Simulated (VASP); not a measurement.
Input of a VASP 6.6.1 run:

The input INCAR:

```
PREC     = Accurate       # precision mode
ENCUT    = 520            # plane-wave cutoff, eV
EDIFF    = 1E-6           # SCF threshold, eV
ISMEAR   = 0              # smearing method
SIGMA    = 0.1            # smearing width, eV
LREAL    = F              # projectors in reciprocal space
LASPH    = T              # aspherical terms in the spheres
NELM     = 100            # most SCF steps
ALGO     = Normal         # electronic algorithm
ISIF     = 2              # what is computed and relaxed
LWAVE    = F              # write WAVECAR
LCHARG   = F              # write CHGCAR
LDIPOL   = T            
IDIPOL   = 3            
DIPOL    = 0.5 0.5 0.294
GGA      = PE             # functional
NBANDS   = 18             # bands
```

The input KPOINTS:

```
Automatic mesh
0
Gamma
  6 6 1
```

The input POSCAR:

```
Au
1.0
    4.5268268226      0.0000000000      0.0000000000
   -2.2634134113      3.9203470269      0.0000000000
    0.0000000000      0.0000000000     23.8000000000
Au
2
Direct
    0.3333333333      0.6666666667      0.2941176471
    0.6666666667      0.3333333333      0.2941176471
```

Potentials or basis: VASP PAW PBE potentials, release 64 (Au).

Command:

```sh
$ cat potpaw_PBE.64/Au/POTCAR > POTCAR
$ mpirun -np 1 vasp_std > vasp.out
```

Question: Estimate the band gap on the k mesh.

Answer: Zero (filled and empty bands touch).

Caveat: spin-orbit coupling is left out, which moves the levels of the heavy elements.
